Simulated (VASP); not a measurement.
# La (Fm-3m) in VASP: notebook

La is run at these levels: PBE; tasks: single point.

Everything below comes from runs of VASP 6.6.1. Logs are shortened: lines on timing, memory, paths and dates and some standing lists are left out, and cuts for length are marked.

## 1. The cell of the first run

The structure is cubic, space group Fm-3m (No. 225). The conventional cell has a = 5.216 Å, b = 5.216 Å, c = 5.216 Å, α = 90.00°, β = 90.00°, γ = 90.00°. La (site symmetry m-3m) has 12 La at 3.69 Å within 4.8 Å.

This isn't the form of La at room conditions, which is double hcp.

## 2. Single point, PBE

File INCAR:

```
PREC     = Accurate       # precision mode
ENCUT    = 520            # plane-wave cutoff, eV
EDIFF    = 1E-6           # SCF threshold, eV
ISMEAR   = -1             # smearing method
SIGMA    = 0.06122561905347299 # smearing width, eV
LREAL    = False          # projectors in reciprocal space
LASPH    = True           # aspherical terms in the spheres
NELM     = 80             # most SCF steps
ALGO     = Fast           # electronic algorithm
ISIF     = 2              # what is computed and relaxed
LWAVE    = False          # write WAVECAR
LCHARG   = False          # write CHGCAR
GGA      = PE             # functional
NBANDS   = 12             # bands
```

File KPOINTS:

```
regular mesh
0
Gamma
  36 36 36
```

File POSCAR:

```
La
1.0
    0.0000000000      2.6079915371      2.6079915371
    2.6079915371      0.0000000000      2.6079915371
    2.6079915371      2.6079915371      0.0000000000
La
1
Direct
    0.0000000000      0.0000000000      0.0000000000
```

Potentials or basis: VASP PAW PBE potentials, release 64 (La).

On the command line:

```sh
$ cat potpaw_PBE.64/La/POTCAR > POTCAR
$ mpirun -np 1 vasp_std > vasp.out
```

OUTCAR:

```text
PREC = Accurate
   ENCUT = 520
   EDIFF = 1E-6
   ISMEAR = -1
   LREAL = False
   LASPH = True
   NELM = 80
   ISIF = 2
   GGA = PE

 ion  position               nearest neighbor table
   1  0.000  0.000  0.000-

  LATTYP: Found a face centered cubic cell.
 ALAT       =     5.2159830742

  Lattice vectors:

 A1 = (   0.0000000000,   2.6079915371,   2.6079915371)
 A2 = (   2.6079915371,   0.0000000000,   2.6079915371)
 A3 = (   2.6079915371,   2.6079915371,   0.0000000000)

Analysis of symmetry for initial positions (statically):
=====================================================================
 Subroutine PRICEL returns:
 Original cell was already a primitive cell.

 Routine SETGRP: Setting up the symmetry group for a
 face centered cubic supercell.

 Subroutine GETGRP returns: Found 48 space group operations
 (whereof 48 operations were pure point group operations)
 out of a pool of 48 trial point group operations.

The static configuration has the point symmetry O_h .

Analysis of symmetry for dynamics (positions and initial velocities):
=====================================================================
 Subroutine PRICEL returns:
 Original cell was already a primitive cell.

 Routine SETGRP: Setting up the symmetry group for a
 face centered cubic supercell.

 Subroutine GETGRP returns: Found 48 space group operations
 (whereof 48 operations were pure point group operations)
 out of a pool of 48 trial point group operations.

The dynamic configuration has the point symmetry O_h .

 Subroutine INISYM returns: Found 48 space group operations
 (whereof 48 operations are pure point group operations),
 and found     1 'primitive' translations

----------------------------------------------------------------------------------------

                                     Primitive cell

  volume of cell :      35.4771

  direct lattice vectors                    reciprocal lattice vectors
     0.000000000  2.607991537  2.607991537    -0.191718414  0.191718414  0.191718414
     2.607991537  0.000000000  2.607991537     0.191718414 -0.191718414  0.191718414
     2.607991537  2.607991537  0.000000000     0.191718414  0.191718414 -0.191718414

  length of vectors
     3.688257002  3.688257002  3.688257002     0.332066033  0.332066033  0.332066033

  position of ions in fractional coordinates (direct lattice)
     0.000000000  0.000000000  0.000000000

  ion indices of the primitive-cell ions
   primitive index   ion index
                 1           1

----------------------------------------------------------------------------------------

 KPOINTS: regular mesh

Automatic generation of k-mesh.
 Grid dimensions read from file:
 generate k-points for:   36   36   36

 Generating k-lattice:

  Cartesian coordinates                     Fractional coordinates (reciprocal lattice)
    -0.005325511  0.005325511  0.005325511     0.027777778  0.000000000  0.000000000
     0.005325511 -0.005325511  0.005325511     0.000000000  0.027777778  0.000000000
     0.005325511  0.005325511 -0.005325511     0.000000000  0.000000000  0.027777778

  Length of vectors
     0.009224056  0.009224056  0.009224056

  Shift w.r.t. Gamma in fractional coordinates (k-lattice)
     0.000000000  0.000000000  0.000000000

 Subroutine IBZKPT returns following result:
 ===========================================

 Found   1240 irreducible k-points:

 Following reciprocal coordinates:
            Coordinates               Weight
  0.000000  0.000000  0.000000      1.000000
  0.027778  0.000000  0.000000      8.000000
  0.055556  0.000000  0.000000      8.000000
  0.083333  0.000000  0.000000      8.000000
  0.111111  0.000000  0.000000      8.000000
  0.138889  0.000000  0.000000      8.000000
[... 16 lines left out ...]
  0.111111  0.027778  0.000000     24.000000
  0.138889  0.027778  0.000000     24.000000
 [... further k-points ...]
   k-points           NKPTS =   1240   k-points in BZ     NKDIM =   1240   number of bands    NBANDS=     12
   number of dos      NEDOS =    301   number of ions     NIONS =      1
   total plane-waves  NPLWV =  21952
   dimension x,y,z NGX =    28 NGY =   28 NGZ =   28
   dimension x,y,z NGXF=    56 NGYF=   56 NGZF=   56
   ions per type =               1
   NGX,Y,Z   is equivalent  to a cutoff of  12.62, 12.62, 12.62 a.u.
   NGXF,Y,Z  is equivalent  to a cutoff of  25.24, 25.24, 25.24 a.u.
 SYSTEM =  unknown system
   PREC   = accura    normal or accurate (medium, high low for compatibility)
   ISTART =      0    job   : 0-new  1-cont  2-samecut
   ICHARG =      2    charge: 1-file 2-atom 10-const
   ISPIN  =      1    spin polarized calculation?
   LNONCOLLINEAR =      F non collinear calculations
   LSORBIT =      F    spin-orbit coupling
   LASPH  =      T    aspherical Exc in radial PAW
   ENCUT  =  520.0 eV  38.22 Ry    6.18 a.u.   6.86  6.86  6.86*2*pi/ulx,y,z
   NELM   =     80;   NELMIN=  2; NELMDL= -5     # of ELM steps
   EDIFF  = 0.1E-05   stopping-criterion for ELM
   LREAL  =      F    real-space projection
   EDIFFG = 0.1E-04   stopping-criterion for IOM
   NSW    =      0    number of steps for IOM
   IBRION =     -1    ionic relax: 0-MD 1-quasi-New 2-CG
   NFREE  =      0    steps in history (QN), initial steepest desc. (CG)
   ISIF   =      2    stress and relaxation
   ISYM   =      2    0-nonsym 1-usesym 2-fastsym
   POTIM  = 0.5000    time-step for ionic-motion
   TEBEG  =    0.0;   TEEND  =   0.0 temperature during run
   PSTRESS=    0.0 pullay stress
   NELECT =      11.0000    total number of electrons
   NUPDOWN=      -1.0000    fix difference up-down
   EMIN   =  10.00;   EMAX   =-10.00  energy-range for DOS
   EFERMI =   0.00;   METHOD = LEGACY
   ISMEAR =    -1;   SIGMA  =   0.06  broadening in eV -4-tet -1-fermi 0-gaus
   EFERMI_NEDOS =   21; number of points for ismear=-14 and -15
   IALGO  =     68    algorithm
   IMIX   =      4    mixing-type and parameters
     AMIX     =   0.40;   BMIX     =  1.00
     AMIX_MAG =   1.60;   BMIX_MAG =  1.00
  volume/ion in A,a.u.               =      35.48       239.41
  Fermi-wavevector in a.u.,A,eV,Ry     =   1.108042  2.093896 16.704649  1.227757
  Thomas-Fermi vector in A             =   2.244564
   LORBIT       =      0    0 simple, 1 ext, 2 COOP (PROOUT), +10 PAW based schemes
   GGA     = PE    functional components
   LHFCALC =     F    Hartree Fock is set to
   AEXX    =    0.0000 exact exchange contribution
   IVDW    =     0    specifies the selected vdW correction
   LEPSILON=     F    determine dielectric tensor
   LRPA    =     F    only Hartree local field effects (RPA)
 non-spin polarized calculation
 RMM-DIIS sequential band-by-band and
  energy-cutoff  :      520.00
  volume of cell :       35.48
 maximum number of plane-waves:       982
   NGX = 13   NGY = 13   NGZ = 13

 number of electron      11.0000000 magnetization

 Free energy of the ion-electron system (eV)
  ---------------------------------------------------
  ext. energy  EPLUGINS =         0.00000000
  ---------------------------------------------------
  free energy    TOTEN  =        -4.88685343 eV

  energy without entropy =       -4.86318542  energy(sigma->0) =       -4.87501943

 E-fermi :   8.3096     XC(G=0):  -9.7470

 val. band max:        8.3090050720   @ k =  -0.3889   0.2222   0.0278
 cond. band min:       8.3095940629   @ k =  -0.1944   0.2500   0.1111
 fundamental gap:      0.0005889910
 Fermi energy:         8.3095696843

 k-point     1 :       0.0000    0.0000    0.0000
  band No.  band energies     occupation
      1     -24.4889      2.00000
      2      -7.3892      2.00000
      3      -7.3892      2.00000
      4      -7.3892      2.00000
      5       5.1754      2.00000
      6       9.6577      0.00000
      7       9.8357      0.00000
      8       9.8357      0.00000
      9       9.8357      0.00000
     10      10.2077      0.00000
     11      10.2077      0.00000
     12      10.2077      0.00000

 k-point     2 :       0.0278    0.0000    0.0000
  band No.  band energies     occupation
      1     -24.4872      2.00000
      2      -7.4031      2.00000
      3      -7.3908      2.00000
      4      -7.3908      2.00000
      5       5.2007      2.00000
      6       9.5605      0.00000
      7       9.8394      0.00000
      8       9.8394      0.00000
      9       9.9225      0.00000
     10      10.2077      0.00000
     11      10.2077      0.00000
     12      10.2079      0.00000

 k-point     3 :       0.0556    0.0000    0.0000
  band No.  band energies     occupation
      1     -24.4821      2.00000
      2      -7.4440      2.00000
      3      -7.3955      2.00000
      4      -7.3955      2.00000
      5       5.2752      2.00000
      6       9.4049      0.00000
      7       9.8497      0.00000
      8       9.8497      0.00000
      9      10.0413      0.00000
     10      10.2078      0.00000
     11      10.2078      0.00000
     12      10.2152      0.00000
[... 286 lines left out ...]
 k-point    23 :       0.1111    0.0278    0.0000
  band No.  band energies     occupation
      1     -24.4650      2.00000
      2      -7.5719      2.00000
      3      -7.4202      2.00000
      4      -7.4082      2.00000
      5       5.5190      2.00000
      6       9.1148      0.00000
      7       9.8713      0.00000
      8       9.8896      0.00000
      9      10.1225      0.00000
     10      10.1848      0.00000
     11      10.2305      0.00000
     12      10.3284      0.00000

 k-point    24 :       0.1389    0.0278    0.0000
  band No.  band energies     occupation
      1     -24.4518      2.00000
      2      -7.6724      2.00000
      3      -7.4339      2.00000
      4      -7.4184      2.00000
      5       5.6991      2.00000
      6       8.9785      0.00004
      7       9.8779      0.00000
      8       9.9050      0.00000
      9      10.1066      0.00000
     10      10.1864      0.00000
     11      10.2358      0.00000
     12      10.4251      0.00000

 [... further k-points ...]
[... 5 lines left out ...]
  --------------------------------------------------------------------------------------
  -------------------------------------------------------------------------------------
  Total        0.2446481      0.2446481      0.2446481     -0.0000000      0.0000000      0.0000000
  in kB       11.0485164     11.0485164     11.0485164     -0.0000000      0.0000000      0.0000000
  external PRESSURE =      11.0485164 kB  Pullay stress =       0.0000000 kB

 VOLUME and BASIS-vectors are now :
 -----------------------------------------------------------------------------
  energy-cutoff  :      520.00
  volume of cell :       35.48
      direct lattice vectors                 reciprocal lattice vectors
     0.000000000  2.607991537  2.607991537    -0.191718414  0.191718414  0.191718414
     2.607991537  0.000000000  2.607991537     0.191718414 -0.191718414  0.191718414
     2.607991537  2.607991537  0.000000000     0.191718414  0.191718414 -0.191718414

 POSITION                                       TOTAL-FORCE (eV/Angst)
 -----------------------------------------------------------------------------------
      0.00000      0.00000      0.00000        -0.000000     -0.000000     -0.000000
 -----------------------------------------------------------------------------------
    total drift:                                0.000000      0.000000      0.000000

  FREE ENERGIE OF THE ION-ELECTRON SYSTEM (eV)
  ---------------------------------------------------
  free  energy   TOTEN  =        -4.8868534338 eV

  energy  without entropy=       -4.8631854171  energy(sigma->0) =       -4.87501943
```

It took 9.1 min on 1 thread of Intel Xeon 6975P-C (Granite Rapids), shared host; peak memory 0.73 GiB.

What came out:

```yaml
Free_energy: -4.8869 eV
Pressure: 1.1 GPa
Band_gap_on_the_k_mesh: zero (an odd number of electrons rules out a gap without spin polarisation)
```

Caveat: spin-orbit coupling is left out, which moves the levels of the heavy elements.

## 3. Single point, PBE

This run uses another cell than the first one, of 39.17 Å³/atom.

File INCAR:

```
SYSTEM = La
PREC = Accurate ; ENCUT = 520
EDIFF = 1E-6 ; ISMEAR = -1
SIGMA = 0.06122561905347299 ; LREAL = .False.
LASPH = .True. ; NELM = 100
ALGO = Fast ; ISIF = 2
LWAVE = .False. ; LCHARG = .True.
GGA = PE ; LELF = .True.
LVHAR = .True. ; NBANDS = 12
```

File KPOINTS:

```
regular mesh
0
Gamma
  36 36 36
  0 0 0
```

File POSCAR:

```
La
1.0
    0.0000000000      2.6955727365      2.6955727365
    2.6955727365      0.0000000000      2.6955727365
    2.6955727365      2.6955727365      0.0000000000
La
1
Direct
    0.0000000000      0.0000000000      0.0000000000
```

Potentials or basis: VASP PAW PBE potentials, release 64 (La).

On the command line:

```sh
$ cat potpaw_PBE.64/La/POTCAR > POTCAR
$ mpirun -np 1 vasp_std > vasp.out
```

Run time: 10 min. Hardware: 1 thread of Intel Xeon 6975P-C (Granite Rapids), shared host; peak memory 0.78 GiB.

It converged, with:

```yaml
Free_energy: -4.8833 eV
Pressure: -1.3 GPa
Band_gap_on_the_k_mesh: zero (an odd number of electrons rules out a gap without spin polarisation)
```

Levels at points of the mesh, in eV from the Fermi level:
```tsv
k point	band 3	band 4	band 5	band 6	band 7	band 8
(0.00, 0.00, 0.00)	-16.02	-16.02	-3.20	1.27	1.46	1.46
(0.50, 0.00, 0.00)	-16.17	-16.17	-1.65	1.27	1.27	1.28
(0.50, 0.50, 0.00)	-16.44	-16.44	-1.83	-1.26	1.76	1.78
```

Caveat: spin-orbit coupling is left out, which moves the levels of the heavy elements.

## 4. Single point, PBE

This run uses another cell than the first one, of 34.74 Å³/atom.

File INCAR:

```
PREC = Accurate ; ENCUT = 520
EDIFF = 1E-7 ; ISMEAR = -1
SIGMA = 0.06122561905347299 ; LREAL = False
LASPH = True ; NELM = 60
ALGO = Normal ; ISIF = 2
LWAVE = False ; LCHARG = False
GGA = PE ; NBANDS = 12
```

File KPOINTS:

```
Automatic mesh
0
Gamma
  36 36 36
```

File POSCAR:

```
La
1.0
    0.0000000000      2.5897532374      2.5897532374
    2.5897532374      0.0000000000      2.5897532374
    2.5897532374      2.5897532374      0.0000000000
La
1
Direct
    0.0000000000      0.0000000000      0.0000000000
```

On the command line:

```sh
$ cat potpaw_PBE.64/La/POTCAR > POTCAR
$ mpirun -np 1 vasp_std > vasp.out
```

Wall time 6.5 min (1 thread of Intel Xeon 6975P-C (Granite Rapids), shared host); peak memory 0.71 GiB.

The run converged. Its results:

| Item | Value |
| --- | --- |
| Free energy | -4.8803 eV |
| Pressure | 1.7 GPa |
| Band gap on the k mesh | zero (an odd number of electrons rules out a gap without spin polarisation) |

Levels at points of the mesh, in eV from the Fermi level:
| k point | band 2 | band 3 | band 4 | band 5 | band 6 | band 7 | band 8 | band 9 |
| --- | --- | --- | --- | --- | --- | --- | --- | --- |
| (0.00, 0.00, 0.00) | -15.63 | -15.63 | -15.63 | -3.11 | 1.36 | 1.54 | 1.54 | 1.54 |
| (0.50, 0.00, 0.00) | -17.30 | -15.84 | -15.84 | -1.77 | 1.31 | 1.31 | 1.39 | 1.98 |
| (0.50, 0.50, 0.00) | -17.18 | -16.22 | -16.22 | -2.15 | -1.55 | 2.06 | 2.06 | 2.06 |

Caveat: spin-orbit coupling is left out, which moves the levels of the heavy elements.

## 5. The runs side by side

```csv
cell,gap on the mesh (eV),pressure (GPa)
"a = 3.688 Å, angles 60.0°, 1 atom",none,1.1
"a = 3.812 Å, angles 60.0°, 1 atom",none,-1.3
"a = 3.662 Å, angles 60.0°, 1 atom",none,1.7
```

Alike in all rows: task single point; level PBE; potentials or basis VASP PAW PBE potentials, release 64 (La); no spin polarisation; k mesh 36 × 36 × 36; cutoff (eV) 520; smearing fermi-dirac 0.0612256 eV.

Caveats: spin-orbit coupling is left out, which moves the levels of the heavy elements.

Total energies depend on the potentials used, so only differences within one code and one set of settings carry meaning.
